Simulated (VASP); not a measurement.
WS2, 3 atoms in the cell. The structure is hexagonal, space group P-6m2 (No. 187). The conventional cell has a = 3.144 Å, b = 3.144 Å, c = 6.593 Å, α = 90.00°, β = 90.00°, γ = 120.00°. W (site symmetry -6m2) has 6 S at 2.40 Å and 6 W at 3.14 Å within 3.2 Å. Within 3.2 Å of S (site symmetry 3m) lie 3 W at 2.40 Å and 7 S at 3.14 to 3.15 Å. 

| Quantity | Value |
| --- | --- |
| Program | VASP 6.6.1 |
| Task | single point |
| Functional | PBE |
| Dispersion | D3(BJ) |
| Potentials or basis | VASP PAW PBE potentials, release 64 (W_sv, S) |
| Cutoff | 520 eV |
| k mesh | 12 × 12 × 2 |
| Occupations | gaussian, width 0.02 eV |
| Spin | no spin polarisation |
| Dipole correction | no |
| Further INCAR settings | ALGO = Normal; EDIFF = 1e-07; NBANDS = 20 |

Potentials or basis: VASP PAW PBE potentials, release 64 (W_sv, S).

Run with:

```bash
$ cat potpaw_PBE.64/W_sv/POTCAR potpaw_PBE.64/S/POTCAR > POTCAR
$ mpirun -np 1 vasp_std > vasp.out
```

Hardware: 1 thread of Intel Xeon 8259CL, with other jobs on the host.

Problem. Estimate the wall time of this run.

Solution. Run time: 64 s on 1 thread of Intel Xeon 8259CL, on a shared host, peak memory 0.2 GiB. Counts: scf iterations 16, k points 38.
